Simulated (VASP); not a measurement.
Here is a VASP 6.6.1 calculation.

Contents of POSCAR:

```
AlN
1.0
    3.2309319515      0.0000000000      0.0000000000
   -1.6154659757      2.7980691479      0.0000000000
    0.0000000000      0.0000000000      4.7792686516
Al N
2 2
Direct
    0.3333333333      0.6666666667      0.0016929024
    0.6666666667      0.3333333333      0.5016929024
    0.3333333333      0.6666666667      0.3833070976
    0.6666666667      0.3333333333      0.8833070976
```

INCAR.step1

```
SYSTEM = AlN
PREC     = Accurate       ! precision mode
ENCUT    = 520            ! plane-wave cutoff, eV
ISMEAR   = 0              ! smearing method
SIGMA    = 0.05           ! smearing width, eV
LREAL    = .False.        ! projectors in reciprocal space
LASPH    = .True.         ! aspherical terms in the spheres
NELM     = 100            ! most SCF steps
NBANDS   = 16             ! bands
GGA      = PE             ! functional
ALGO     = Normal         ! electronic algorithm
EDIFF    = 1E-4           ! SCF threshold, eV
LWAVE    = .True.         ! write WAVECAR
LCHARG   = .False.        ! write CHGCAR
```

INCAR.step2

```
SYSTEM = AlN
PREC     = Accurate       ! precision mode
ENCUT    = 520            ! plane-wave cutoff, eV
EDIFF    = 1E-6           ! SCF threshold, eV
ISMEAR   = 0              ! smearing method
SIGMA    = 0.05           ! smearing width, eV
LREAL    = .False.        ! projectors in reciprocal space
LASPH    = .True.         ! aspherical terms in the spheres
NELM     = 100            ! most SCF steps
ALGO     = Normal         ! electronic algorithm
ISIF     = 2              ! what is computed and relaxed
LWAVE    = .False.        ! write WAVECAR
LCHARG   = .False.        ! write CHGCAR
METAGGA  = R2SCAN         ! meta-GGA
LMIXTAU  = .True.       
NBANDS   = 16             ! bands
ISTART   = 1
```

The input KPOINTS:

```
Automatic mesh
0
Gamma
  12 12 6
  0 0 0
```

Potentials or basis: VASP PAW PBE potentials, release 64 (Al, N).

Run with:

```sh
$ cat potpaw_PBE.64/Al/POTCAR potpaw_PBE.64/N/POTCAR > POTCAR
$ cp INCAR.step1 INCAR
$ mpirun -np 1 vasp_std > vasp.out
$ cp INCAR.step2 INCAR
$ mpirun -np 1 vasp_std > vasp.out
```

(1) What does it give for the pressure?

(2) Predict the band gap on the k mesh.

Results:

(1) -6.8 GPa.

(2) 4.35 eV, direct.

Caveat: the cell differs from its parent crystal (strain +0.040 along x and y, -0.040 along z); the PAW data sets were made with another functional, which shifts forces and pressure a little.
